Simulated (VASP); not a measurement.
Runs of VASP 6.6.1 on F. It takes space group C2/c (No. 15, monoclinic). Conventional cell: a = 5.113 Å, b = 3.168 Å, c = 6.622 Å, α = 90.00°, β = 94.87°, γ = 90.00°. F (site symmetry 1) has 1 F at 1.41 Å within 1.9 Å. 

```csv
k mesh,gap on the mesh (eV),pressure (GPa),largest force (eV/Å)
6 × 6 × 2,2.59,0.8,0.08
4 × 4 × 1,2.59,0.6,0.17
10 × 10 × 4,2.59,0.8,0.08
8 × 8 × 4,2.59,0.8,(a)
4 × 4 × 2,2.59,0.8,0.08
```

Alike in all rows: task single point; level PBEsol; potentials or basis VASP PAW PBE potentials, release 64 (F); no spin polarisation; cell as given; cutoff (eV) 520; smearing gaussian 0.01 eV.

Task: Fill in the values left out.

Result: (a) 0.07.

Caveats: some runs use coarse meshes; the PAW data sets were made with another functional, which shifts forces and pressure a little.

A k mesh can miss the band edges.
